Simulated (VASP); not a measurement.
## F: relaxation of cell and atoms with PBEsol

F:

```xyz
1
Lattice="0.0000 1.8663 1.8663 1.8663 0.0000 1.8663 1.8663 1.8663 0.0000" Properties=species:S:1:pos:R:3 pbc="T T T"
F     0.0000    0.0000    0.0000
```

```json
{
  "Program": "VASP 6.6.1",
  "Task": "relaxation of cell and atoms",
  "Functional": "PBEsol",
  "Potentials or basis": "VASP PAW PBE potentials, release 64 (F)",
  "Cutoff": "600 eV",
  "k mesh": "19 × 19 × 19",
  "Occupations": "fermi-dirac, width 0.08 eV",
  "Spin": "no spin polarisation",
  "Dipole correction": "no",
  "Further INCAR settings": "ALGO = Normal; EDIFF = 1e-06; IBRION = 2; EDIFFG = -0.005; NSW = 60; ISIF = 3"
}
```

| Quantity | Value |
| --- | --- |
| Relaxed volume | 9.14 Å³/atom |
| Relaxed cell | a = 2.347 Å, b = 2.347 Å, c = 2.347 Å, α = 60.00°, β = 60.00°, γ = 60.00° |
| Space group after relaxing (to 0.05 Å) | Fm-3m (No. 225) |
| Energy gained by relaxing | 167.1 meV/atom |
| Ionic steps | 6 |
| Pressure after relaxing | 0.0 GPa |

The path:
| step | energy change (eV) | largest force (eV/Å) | pressure (GPa) | volume (Å³) |
| --- | --- | --- | --- | --- |
| 1 | 0.0000 | 0.0000 | -8.97 | 13.00 |
| 2 | -0.0742 | 0.0000 | -8.79 | 11.68 |
| 3 | -0.1421 | 0.0000 | 10.02 | 8.25 |
| 4 | -0.1607 | 0.0000 | -3.58 | 9.68 |
| 5 | -0.1669 | 0.0000 | -0.78 | 9.25 |
| 6 | -0.1671 | 0.0000 | 0.03 | 9.14 |

Final structure:
```cif
data_structure
_symmetry_space_group_name_H-M 'P 1'
_symmetry_Int_Tables_number 1
_cell_length_a 2.3471
_cell_length_b 2.3471
_cell_length_c 2.3471
_cell_angle_alpha 60.000
_cell_angle_beta 60.000
_cell_angle_gamma 60.000
_cell_volume 9.14
loop_
_atom_site_label
_atom_site_type_symbol
_atom_site_fract_x
_atom_site_fract_y
_atom_site_fract_z
_atom_site_occupancy
F1 F 0.00000 0.00000 0.00000 1
```

Levels at points of the mesh, in eV from the Fermi level:
```tsv
k point	band 2	band 3	band 4	band 5	band 6	band 7
(0.00, 0.00, 0.00)	0.64	0.64	0.64	14.44	36.23	36.23
```

It took 52 s on 1 thread of Intel(R) Xeon(R) Platinum 8259CL CPU @ 2.50GHz (Skylake/Cascade Lake), on a shared host, peak memory 0.14 GiB.

Caveat: the volume moved by over 15 % at a fixed basis, so the end points are rough; the PAW data sets were made with another functional, which shifts forces and pressure a little; an odd number of electrons without spin polarisation forces a metal; a magnetic or distorted state may lie lower.
